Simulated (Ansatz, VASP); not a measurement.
# Sb in VASP and in Ansatz

Contents of INCAR:

```
SYSTEM = Sb
ALGO = Normal
EDIFF = 1E-6
ENCUT = 520
GGA = RP
ISIF = 2
ISMEAR = -1
LASPH = .True.
LCHARG = .False.
LREAL = .False.
LWAVE = .False.
NBANDS = 12
NELM = 100
PREC = Accurate
SIGMA = 0.1
```

The input KPOINTS:

```
k-points
0
Gamma
  12 12 8
  0 0 0
```

Contents of POSCAR:

```
Sb
1.0
   -2.9141910711      2.9155403230      1.5553502796
    2.9155403230     -2.9141910711      1.5553502796
    2.9316701569      2.9316701569     -1.5528791222
Sb
2
Direct
    0.9999850888      0.0000149112      0.0000000000
    0.7500149112      0.2499850888      0.5000000000
```

Input for Ansatz:

```yaml
crystal:
  lattice:
    - [-2.9141910711, 2.915540323, 1.5553502796]
    - [2.915540323, -2.9141910711, 1.5553502796]
    - [2.9316701569, 2.9316701569, -1.5528791222]
  atoms:
    - { symbol: Sb, position: [0.9999850888, 1.49112e-05, 0.0] }
    - { symbol: Sb, position: [0.7500149112, 0.2499850888, 0.5] }
hamiltonian:
  xc: rpbe
  pseudopotentials:
    kind: paw
    azcp:
      Sb: "pseudopotentials/Sb.paw.azcp"
basis:
  ecutwfc: 420
  fft_grid_basis: typed
kpoints:
  mp_grid: { grid: [12, 12, 8], shift: [0, 0, 0] }
magnetization:
  spin_polarized: false
scf:
  occupations: { method: fermi_dirac, width: 0.1 }
  lower_state_search: "off"
output:
  stress: true
```

Alike in both runs: task single point; functional RPBE; k mesh 12 × 12 × 8; occupations fermi-dirac, width 0.1 eV; no spin polarisation.

```csv
,VASP,Ansatz
version,VASP 6.6.1,Ansatz 0.2.0
potentials or method,"VASP PAW PBE potentials, release 64 (Sb), cutoff 520 eV","plane waves (420 eV) with PAW, scalar-relativistic"
valence electrons in the cell,10,30
```

```csv
,VASP,Ansatz,Ansatz less VASP
pressure (GPa),8.9,8.9,+0.07
"traceless stress, the component that is largest in VASP (GPa)",0.23,0.25,+0.021
```

VASP's potentials were made for PBE, not for RPBE. VASP's potentials hold 10 valence electrons a cell and Ansatz's 30, so a difference there can come from the potentials and not from the codes.

Neither program's run includes spin-orbit coupling.
